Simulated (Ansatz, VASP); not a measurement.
PbSe in VASP and in Ansatz

```
Pb Se
1.0
     5.35150    0.00000    0.00000
     0.00000    5.35150    0.00000
     0.00000    0.00000    4.22335
Pb Se
2 2
Direct
  0.50000 0.00000 0.68224
  0.00000 0.50000 0.31776
  0.00000 0.00000 0.00000
  0.50000 0.50000 0.00000
```

Alike in both runs: task single point; functional PBE; k mesh 8 × 8 × 8; occupations gaussian, width 0.02 eV; no spin polarisation.

|  | VASP | Ansatz |
| --- | --- | --- |
| version | VASP 6.6.1 | Ansatz 0.2.0 |
| potentials or method | VASP PAW PBE potentials, release 64 (Pb_d, Se), cutoff 520 eV | scalar-relativistic, plane waves, PAW |
| valence electrons in the cell | 40 | 60 |

|  | VASP | Ansatz | Ansatz less VASP |
| --- | --- | --- | --- |
| gap on the k mesh at the Fermi level (eV) | 0.40 | 0.41 | +0.002 |
| least direct gap on the mesh (eV) | 0.93 | 0.93 | 0.000 |
| pressure (GPa) | 0.0 | 0.0 | 0.00 |
| rms of the force components (eV/Å) | 0.004 | 0.002 | -0.0022 |

Atom by atom the forces differ by 0.002 eV/Å (rms over components). VASP's potentials hold 40 valence electrons a cell and Ansatz's 60, so a difference there can come from the potentials and not from the codes.

Spin-orbit coupling is off throughout.
